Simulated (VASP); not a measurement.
Input of a VASP 6.6.1 run:

INCAR

```
ALGO     = Normal         # electronic algorithm
EDIFF    = 1E-6           # SCF threshold, eV
ENCUT    = 520            # plane-wave cutoff, eV
GGA      = CA             # functional
ISIF     = 2              # what is computed and relaxed
ISMEAR   = 0              # smearing method
LASPH    = T              # aspherical terms in the spheres
LCHARG   = T              # write CHGCAR
LELF     = T              # ELF
LREAL    = F              # projectors in reciprocal space
LVHAR    = T            
LWAVE    = F              # write WAVECAR
NBANDS   = 20             # bands
NELM     = 60             # most SCF steps
PREC     = Accurate       # precision mode
SIGMA    = 0.01           # smearing width, eV
```

The input KPOINTS:

```
k-points
0
Gamma
  7 7 5
```

POSCAR

```
ZrIn
1.0
    3.2222102749      0.0000000000      0.0000000000
    0.0000000000      3.2222102749      0.0000000000
    0.0000000000      0.0000000000      4.5698423185
Zr In
1 1
Direct
    0.0000000000      0.0000000000      0.0000000000
    0.5000000000      0.5000000000      0.5000000000
```

Potentials or basis: VASP PAW LDA potentials, release 64 (Zr_sv, In_d).

The run is started by

```bash
$ cat potpaw_LDA.64/Zr_sv/POTCAR potpaw_LDA.64/In_d/POTCAR > POTCAR
$ mpirun -np 1 vasp_std > vasp.out
```

Q: What does it give for the pressure?

A: -11.3 GPa.

Stress tensor (GPa, compression positive):
```
-10.98   0.00   0.00
  0.00 -10.98   0.00
  0.00   0.00 -12.01
```
